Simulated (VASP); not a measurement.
Sn:

```xyz
1
Lattice="-1.7265 1.7755 2.3383 1.7265 -1.7755 2.3383 1.7265 1.7755 -2.3383" Properties=species:S:1:pos:R:3 pbc="T T T"
Sn    0.0000    0.0000    0.0000
```

Base run:

```yaml
Program: VASP 6.6.1
Functional: PBEsol
Potentials_or_basis: VASP PAW PBE potentials, release 64 (Sn_d)
Cutoff: 520 eV
k_mesh: 11 × 11 × 11
Occupations: methfessel-paxton, width 0.1 eV
Spin: no spin polarisation
```

Its results: band gap on the k mesh zero (bands 7 and 8 overlap by 8.79 eV); pressure -3.6 GPa.

Q: The run is repeated on the same cell with these changes: functional from PBEsol to BLYP. What comes out?

A: Band gap on the k mesh zero (bands 7 and 8 overlap by 8.48 eV); pressure 3.1 GPa.

BLYP binds less tightly than PBEsol, so the same cell stands under more pressure.

Caveats: the PAW data sets were made with another functional, which shifts forces and pressure a little; spin-orbit coupling is left out, which moves the levels of the heavy elements; the cell stands under tension (at least some runs); the cell stands under pressure (at least some runs).
